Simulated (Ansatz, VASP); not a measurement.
# In in VASP and in Ansatz

```xyz
2
Lattice="0.0000 3.1198 3.1198 3.1198 0.0000 3.1198 3.1198 3.1198 0.0000" Properties=species:S:1:pos:R:3 pbc="T T T"
In   -0.7800   -0.7800   -0.7800
In    0.7800    0.7800    0.7800
```

Change from the starting cell: volume scaled by 0.9, LAPW.

Alike in both runs: task single point; functional LDA; k mesh 12 × 12 × 12; occupations fermi-dirac, width 0.05 eV; no spin polarisation.

```csv
,VASP,Ansatz
version,VASP 6.6.1,Ansatz 0.2.0
potentials or method,"VASP PAW LDA potentials, release 64 (In_d), cutoff 520 eV","all-electron LAPW, scalar-relativistic"
```

VASP gave:

```
pressure (GPa) : 4.6
```

Task: Estimate Ansatz's values.

Result: Pressure (GPa): 4.5.

LDA's correlation is that of Perdew and Zunger in VASP and of Perdew and Wang (1992) in Ansatz. Ansatz ran all-electron here, and VASP with PAW potentials.
